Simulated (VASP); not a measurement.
# Tc (Fm-3m) in VASP: a series of runs

Aim: see how the results for Tc move with the level of theory and the settings. Levels: LDA, PBEsol, PBE0+D3(BJ). Tasks: single point.

Program: VASP 6.6.1. These are calculated values, not measurements. Logs are shortened: lines on timing, memory, paths and dates and some standing lists are left out, and cuts for length are marked.

**1. The cell of the first run**

It takes space group Fm-3m (No. 225, cubic). The conventional cell has a = 3.900 Å, b = 3.900 Å, c = 3.900 Å, α = 90.00°, β = 90.00°, γ = 90.00°. Within 3.6 Å of Tc (site symmetry m-3m) lie 12 Tc at 2.76 Å.

This isn't the form of Tc at room conditions, which is hcp.

**2. Single point, LDA**

Contents of INCAR:

```
SYSTEM = Tc
ALGO = Normal ; EDIFF = 1E-6
ENCUT = 500 ; GGA_COMPAT = .FALSE.
ISIF = 2 ; ISMEAR = 1
LASPH = .TRUE. ; LCHARG = .TRUE.
LELF = .TRUE. ; LREAL = .FALSE.
LVHAR = .TRUE. ; LWAVE = .FALSE.
NBANDS = 12 ; NELM = 120
PREC = Accurate ; SIGMA = 0.05
```

Contents of KPOINTS:

```
k-points
0
G
  12 12 12
  0 0 0
```

Contents of POSCAR:

```
Tc
1.0
    0.0000000000      1.9500000000      1.9500000000
    1.9500000000      0.0000000000      1.9500000000
    1.9500000000      1.9500000000      0.0000000000
Tc
1
Direct
    0.0000000000      0.0000000000      0.0000000000
```

Potentials or basis: VASP PAW LDA potentials, release 64 (Tc_pv).

On the command line:

```
$ cat potpaw_LDA.64/Tc_pv/POTCAR > POTCAR
$ mpirun -np 1 vasp_std > vasp.out
```

OUTCAR:

```text
SYSTEM = Tc
   EDIFF = 1E-6
   ENCUT = 500
   ISIF = 2
   ISMEAR = 1
   LASPH = .TRUE.
   LREAL = .FALSE.
   NELM = 120
   PREC = Accurate

 ion  position               nearest neighbor table
   1  0.000  0.000  0.000-

  LATTYP: Found a face centered cubic cell.
 ALAT       =     3.9000000000

  Lattice vectors:

 A1 = (   0.0000000000,   1.9500000000,   1.9500000000)
 A2 = (   1.9500000000,   0.0000000000,   1.9500000000)
 A3 = (   1.9500000000,   1.9500000000,   0.0000000000)

Analysis of symmetry for initial positions (statically):
=====================================================================
 Subroutine PRICEL returns:
 Original cell was already a primitive cell.

 Routine SETGRP: Setting up the symmetry group for a
 face centered cubic supercell.

 Subroutine GETGRP returns: Found 48 space group operations
 (whereof 48 operations were pure point group operations)
 out of a pool of 48 trial point group operations.

The static configuration has the point symmetry O_h .

Analysis of symmetry for dynamics (positions and initial velocities):
=====================================================================
 Subroutine PRICEL returns:
 Original cell was already a primitive cell.

 Routine SETGRP: Setting up the symmetry group for a
 face centered cubic supercell.

 Subroutine GETGRP returns: Found 48 space group operations
 (whereof 48 operations were pure point group operations)
 out of a pool of 48 trial point group operations.

The dynamic configuration has the point symmetry O_h .

 Subroutine INISYM returns: Found 48 space group operations
 (whereof 48 operations are pure point group operations),
 and found     1 'primitive' translations

----------------------------------------------------------------------------------------

                                     Primitive cell

  volume of cell :      14.8297

  direct lattice vectors                    reciprocal lattice vectors
     0.000000000  1.950000000  1.950000000    -0.256410256  0.256410256  0.256410256
     1.950000000  0.000000000  1.950000000     0.256410256 -0.256410256  0.256410256
     1.950000000  1.950000000  0.000000000     0.256410256  0.256410256 -0.256410256

  length of vectors
     2.757716447  2.757716447  2.757716447     0.444115592  0.444115592  0.444115592

  position of ions in fractional coordinates (direct lattice)
     0.000000000  0.000000000  0.000000000

  ion indices of the primitive-cell ions
   primitive index   ion index
                 1           1

----------------------------------------------------------------------------------------

 KPOINTS: k-points

Automatic generation of k-mesh.
 Grid dimensions read from file:
 generate k-points for:   12   12   12

 Generating k-lattice:

  Cartesian coordinates                     Fractional coordinates (reciprocal lattice)
    -0.021367521  0.021367521  0.021367521     0.083333333  0.000000000  0.000000000
     0.021367521 -0.021367521  0.021367521     0.000000000  0.083333333  0.000000000
     0.021367521  0.021367521 -0.021367521     0.000000000  0.000000000  0.083333333

  Length of vectors
     0.037009633  0.037009633  0.037009633

  Shift w.r.t. Gamma in fractional coordinates (k-lattice)
     0.000000000  0.000000000  0.000000000

 Subroutine IBZKPT returns following result:
 ===========================================

 Found     72 irreducible k-points:

 Following reciprocal coordinates:
            Coordinates               Weight
  0.000000  0.000000  0.000000      1.000000
  0.083333  0.000000  0.000000      8.000000
  0.166667  0.000000  0.000000      8.000000
  0.250000  0.000000  0.000000      8.000000
  0.333333  0.000000  0.000000      8.000000
  0.416667  0.000000  0.000000      8.000000
[... 16 lines left out ...]
  0.500000  0.166667  0.000000     24.000000
 -0.416667  0.166667  0.000000     24.000000
 [... further k-points ...]
   k-points           NKPTS =     72   k-points in BZ     NKDIM =     72   number of bands    NBANDS=     12
   number of dos      NEDOS =    301   number of ions     NIONS =      1
   total plane-waves  NPLWV =   8000
   dimension x,y,z NGX =    20 NGY =   20 NGZ =   20
   dimension x,y,z NGXF=    40 NGYF=   40 NGZF=   40
   ions per type =               1
   NGX,Y,Z   is equivalent  to a cutoff of  12.06, 12.06, 12.06 a.u.
   NGXF,Y,Z  is equivalent  to a cutoff of  24.11, 24.11, 24.11 a.u.
 SYSTEM =  Tc
   PREC   = accura    normal or accurate (medium, high low for compatibility)
   ISTART =      0    job   : 0-new  1-cont  2-samecut
   ICHARG =      2    charge: 1-file 2-atom 10-const
   ISPIN  =      1    spin polarized calculation?
   LNONCOLLINEAR =      F non collinear calculations
   LSORBIT =      F    spin-orbit coupling
   LASPH  =      T    aspherical Exc in radial PAW
   ENCUT  =  500.0 eV  36.75 Ry    6.06 a.u.   5.03  5.03  5.03*2*pi/ulx,y,z
   NELM   =    120;   NELMIN=  2; NELMDL= -5     # of ELM steps
   EDIFF  = 0.1E-05   stopping-criterion for ELM
   LREAL  =      F    real-space projection
   EDIFFG = 0.1E-04   stopping-criterion for IOM
   NSW    =      0    number of steps for IOM
   IBRION =     -1    ionic relax: 0-MD 1-quasi-New 2-CG
   NFREE  =      0    steps in history (QN), initial steepest desc. (CG)
   ISIF   =      2    stress and relaxation
   ISYM   =      2    0-nonsym 1-usesym 2-fastsym
   POTIM  = 0.5000    time-step for ionic-motion
   TEBEG  =    0.0;   TEEND  =   0.0 temperature during run
   PSTRESS=    0.0 pullay stress
   NELECT =      13.0000    total number of electrons
   NUPDOWN=      -1.0000    fix difference up-down
   EMIN   =  10.00;   EMAX   =-10.00  energy-range for DOS
   EFERMI =   0.00;   METHOD = LEGACY
   ISMEAR =     1;   SIGMA  =   0.05  broadening in eV -4-tet -1-fermi 0-gaus
   EFERMI_NEDOS =   21; number of points for ismear=-14 and -15
   IALGO  =     38    algorithm
   IMIX   =      4    mixing-type and parameters
     AMIX     =   0.40;   BMIX     =  1.00
     AMIX_MAG =   1.60;   BMIX_MAG =  1.00
  volume/ion in A,a.u.               =      14.83       100.08
  Fermi-wavevector in a.u.,A,eV,Ry     =   1.566792  2.960808 33.400086  2.454837
  Thomas-Fermi vector in A             =   2.669068
   LORBIT       =      0    0 simple, 1 ext, 2 COOP (PROOUT), +10 PAW based schemes
   GGA     = CA    functional components
   LHFCALC =     F    Hartree Fock is set to
   AEXX    =    0.0000 exact exchange contribution
   IVDW    =     0    specifies the selected vdW correction
   LEPSILON=     F    determine dielectric tensor
   LRPA    =     F    only Hartree local field effects (RPA)
 non-spin polarized calculation
 Methfessel and Paxton  Order N= 1 SIGMA  =   0.05
  energy-cutoff  :      500.00
  volume of cell :       14.83
 maximum number of plane-waves:       388
   NGX =  9   NGY =  9   NGZ =  9

 number of electron      13.0000003 magnetization

 Free energy of the ion-electron system (eV)
  ---------------------------------------------------
  ext. energy  EPLUGINS =         0.00000000
  ---------------------------------------------------
  free energy    TOTEN  =       -11.58816835 eV

  energy without entropy =      -11.58818923  energy(sigma->0) =      -11.58817531

 E-fermi :  12.1590     XC(G=0): -13.8220

 val. band max:       12.1518013657   @ k =  -0.4167   0.0833   0.0000
 cond. band min:      12.1830723114   @ k =  -0.3333   0.3333   0.1667
 fundamental gap:      0.0312709456
 Fermi energy:        12.1590422361

 k-point     1 :       0.0000    0.0000    0.0000
  band No.  band energies     occupation
      1     -26.1165      2.00000
      2     -26.1165      2.00000
      3     -26.1165      2.00000
      4       4.7231      2.00000
      5      10.3600      2.00000
      6      10.3600      2.00000
      7      10.3600      2.00000
      8      12.8584     -0.00000
      9      12.8584     -0.00000
     10      26.1144      0.00000
     11      31.4870      0.00000
     12      31.4870      0.00000

 k-point     2 :       0.0833    0.0000    0.0000
  band No.  band energies     occupation
      1     -26.1987      2.00000
      2     -26.1271      2.00000
      3     -26.1271      2.00000
      4       5.0079      2.00000
      5      10.1981      2.00000
      6      10.4815      2.00000
      7      10.4815      2.00000
      8      12.7754     -0.00000
      9      12.7754     -0.00000
     10      26.6191      0.00000
     11      30.3219      0.00000
     12      31.9740      0.00000

 k-point     3 :       0.1667    0.0000    0.0000
  band No.  band energies     occupation
      1     -26.4190      2.00000
      2     -26.1556      2.00000
      3     -26.1556      2.00000
      4       5.7616      2.00000
      5       9.8887      2.00000
      6      10.7237      2.00000
      7      10.7237      2.00000
      8      12.6912     -0.00000
      9      12.6912     -0.00000
     10      27.7012      0.00000
     11      28.5155      0.00000
     12      33.3450      0.00000
[... 286 lines left out ...]
 k-point    23 :       0.5000    0.1667    0.0000
  band No.  band energies     occupation
      1     -27.1573      2.00000
      2     -26.4456      2.00000
      3     -26.3371      2.00000
      4       7.4685      2.00000
      5       9.3631      2.00000
      6      10.9788      2.00000
      7      11.0857      2.00000
      8      14.8952      0.00000
      9      17.0769      0.00000
     10      22.4668      0.00000
     11      27.4732      0.00000
     12      30.8566      0.00000

 k-point    24 :      -0.4167    0.1667    0.0000
  band No.  band energies     occupation
      1     -27.1674      2.00000
      2     -26.4840      2.00000
      3     -26.3131      2.00000
      4       7.5495      2.00000
      5       9.3940      2.00000
      6      10.9709      2.00000
      7      11.2250      2.00000
      8      14.4031      0.00000
      9      17.6646      0.00000
     10      22.2324      0.00000
     11      27.3505      0.00000
     12      30.1504      0.00000

 [... further k-points ...]
[... 5 lines left out ...]
  --------------------------------------------------------------------------------------
  -------------------------------------------------------------------------------------
  Total       -1.8815626     -1.8815626     -1.8815626     -0.0000000      0.0000000      0.0000000
  in kB     -203.2803669   -203.2803669   -203.2803669     -0.0000000      0.0000000      0.0000000
  external PRESSURE =    -203.2803669 kB  Pullay stress =       0.0000000 kB

 VOLUME and BASIS-vectors are now :
 -----------------------------------------------------------------------------
  energy-cutoff  :      500.00
  volume of cell :       14.83
      direct lattice vectors                 reciprocal lattice vectors
     0.000000000  1.950000000  1.950000000    -0.256410256  0.256410256  0.256410256
     1.950000000  0.000000000  1.950000000     0.256410256 -0.256410256  0.256410256
     1.950000000  1.950000000  0.000000000     0.256410256  0.256410256 -0.256410256

 POSITION                                       TOTAL-FORCE (eV/Angst)
 -----------------------------------------------------------------------------------
      0.00000      0.00000      0.00000         0.000000     -0.000000      0.000000
 -----------------------------------------------------------------------------------
    total drift:                                0.000000      0.000000      0.000000

  FREE ENERGIE OF THE ION-ELECTRON SYSTEM (eV)
  ---------------------------------------------------
  free  energy   TOTEN  =       -11.5881683456 eV

  energy  without entropy=      -11.5881892322  energy(sigma->0) =      -11.58817531
```

It took 8.6 s on 1 thread of Intel Xeon Platinum 8259CL at 2.50GHz (Skylake/Cascade Lake), shared host; peak memory 0.12 GiB.

Results:

| Item | Value |
| --- | --- |
| Free energy | -11.5882 eV |
| Pressure | -20.3 GPa |
| Band gap on the k mesh | zero (an odd number of electrons rules out a gap without spin polarisation) |

Caveat: the cell stands under tension.

**3. Single point, PBEsol (18.54 Å³/atom)**

This run uses another cell than the first one, of 18.54 Å³/atom.

Contents of INCAR:

```
PREC = Accurate ; ENCUT = 500
EDIFF = 1E-6 ; ISMEAR = 0
SIGMA = 0.05 ; LREAL = F
LASPH = T ; NELM = 120
ALGO = Normal ; ISIF = 2
LWAVE = F ; LCHARG = T
GGA = PS ; LELF = T
LVHAR = T ; NBANDS = 12
GGA_COMPAT = F
```

Contents of KPOINTS:

```
Automatic mesh
0
Gamma
  12 12 12
```

Contents of POSCAR:

```
Tc
1.0
    0.0000000000      2.1005738250      2.1005738250
    2.1005738250      0.0000000000      2.1005738250
    2.1005738250      2.1005738250      0.0000000000
Tc
1
Direct
    0.0000000000      0.0000000000      0.0000000000
```

Potentials or basis: VASP PAW PBE potentials, release 64 (Tc_pv).

On the command line:

```
$ cat potpaw_PBE.64/Tc_pv/POTCAR > POTCAR
$ mpirun -np 1 vasp_std > vasp.out
```

Run time: 10 s. Hardware: 1 thread of Intel Xeon Platinum 8259CL at 2.50GHz (Skylake/Cascade Lake), shared host; peak memory 0.15 GiB.

It converged, with:

- Free energy: -10.3195 eV
- Pressure: -48.0 GPa
- Band gap on the k mesh: zero (an odd number of electrons rules out a gap without spin polarisation)

Levels at points of the mesh, in eV from the Fermi level:
```
           k point  band 3  band 4  band 5  band 6  band 7  band 8  band 9  band 10  band 11  band 12
(0.00, 0.00, 0.00)  -38.60   -6.40   -1.28   -1.28   -1.28    0.49    0.49    13.82    18.14    18.14
(0.50, 0.00, 0.00)  -38.68   -4.17   -1.38   -1.38    0.87    1.87    1.87     7.63    13.37    17.78
(0.50, 0.50, 0.00)  -38.80   -4.23   -3.76    1.81    2.25    2.25    2.91    10.50    11.19    11.19
```

Caveat: the cell stands under tension; the PAW data sets were made with another functional, which shifts forces and pressure a little.

**4. Single point, PBE0+D3(BJ)**

Contents of POSCAR:

```
Tc
1.0
    0.0000000000      1.9500000000      1.9500000000
    1.9500000000      0.0000000000      1.9500000000
    1.9500000000      1.9500000000      0.0000000000
Tc
1
Direct
    0.0000000000      0.0000000000      0.0000000000
```

Contents of INCAR.step1:

```
SYSTEM = Tc
  PREC = Accurate
  ENCUT = 400
  EDIFF = 1E-5
  ISMEAR = 1
  SIGMA = 0.05
  LREAL = .False.
  LASPH = .True.
  NELM = 120
  ALGO = Normal
  ISIF = 2
  LWAVE = .True.
  LCHARG = .False.
  GGA = PE
  NBANDS = 12
  GGA_COMPAT = .False.
```

Contents of INCAR.step2:

```
SYSTEM = Tc
  PREC = Accurate
  ENCUT = 400
  EDIFF = 1E-6
  ISMEAR = 1
  SIGMA = 0.05
  LREAL = .False.
  LASPH = .True.
  NELM = 120
  ALGO = Normal
  ISIF = 2
  LWAVE = .False.
  LCHARG = .False.
  GGA = PE
  LHFCALC = .True.
  AEXX = 0.25
  PRECFOCK = Normal
  IVDW = 12
  ISTART = 1
  NBANDS = 12
  GGA_COMPAT = .False.
```

Contents of KPOINTS:

```
regular mesh
0
Gamma
  8 8 8
  0 0 0
```

On the command line:

```
$ cat potpaw_PBE.64/Tc_pv/POTCAR > POTCAR
$ cp INCAR.step1 INCAR
$ mpirun -np 1 vasp_std > vasp.out
$ cp INCAR.step2 INCAR
$ mpirun -np 1 vasp_std > vasp.out
```

Wall time 33 min (1 thread of Intel Xeon Platinum 8259CL at 2.50GHz (Skylake/Cascade Lake), shared host); peak memory 0.14 GiB.

The run converged. Its results:

```yaml
Free_energy: -13.8191 eV
Pressure: -26.7 GPa
Band_gap_on_the_k_mesh: zero (an odd number of electrons rules out a gap without spin polarisation)
Dispersion_energy_per_atom: -0.682 eV
```

Levels at points of the mesh, in eV from the Fermi level:
| k point | band 3 | band 4 | band 5 | band 6 | band 7 | band 8 | band 9 | band 10 | band 11 | band 12 |
| --- | --- | --- | --- | --- | --- | --- | --- | --- | --- | --- |
| (0.00, 0.00, 0.00) | -41.62 | -8.77 | -2.50 | -2.50 | -2.50 | 1.71 | 1.71 | 15.38 | 21.12 | 21.12 |
| (0.50, 0.00, 0.00) | -41.79 | -6.63 | -2.63 | -2.63 | 1.29 | 3.69 | 3.69 | 11.88 | 15.01 | 21.73 |
| (0.50, 0.50, 0.00) | -42.09 | -6.90 | -6.41 | 3.82 | 4.22 | 4.22 | 4.41 | 14.28 | 14.28 | 15.50 |

Caveat: three body term missing; the cell stands under tension; the PAW data sets were made with another functional, which shifts forces and pressure a little.

**5. The runs side by side**

```tsv
level	potentials or basis	cell	k mesh	cutoff (eV)	smearing	grid for exact exchange (PRECFOCK)	share of exact exchange	gap on the mesh (eV)	pressure (GPa)
LDA	VASP PAW LDA potentials, release 64 (Tc_pv)	a = 2.758 Å, angles 60.0°, 1 atom	12 × 12 × 12	500	methfessel-paxton 0.05 eV	-	-	none	-20.3
PBEsol	VASP PAW PBE potentials, release 64 (Tc_pv)	a = 2.971 Å, angles 60.0°, 1 atom	12 × 12 × 12	500	gaussian 0.05 eV	-	-	none	-48.0
PBE0+D3(BJ)	VASP PAW PBE potentials, release 64 (Tc_pv)	a = 2.758 Å, angles 60.0°, 1 atom	8 × 8 × 8	400	methfessel-paxton 0.05 eV	Normal	0.25	none	-26.7
```

Alike in all rows: task single point; no spin polarisation.

Caveats: the cell stands under tension; the PAW data sets were made with another functional, which shifts forces and pressure a little (at least some runs); three body term missing (at least some runs).

Total energies depend on the potentials used, so only differences within one code and one set of settings carry meaning.
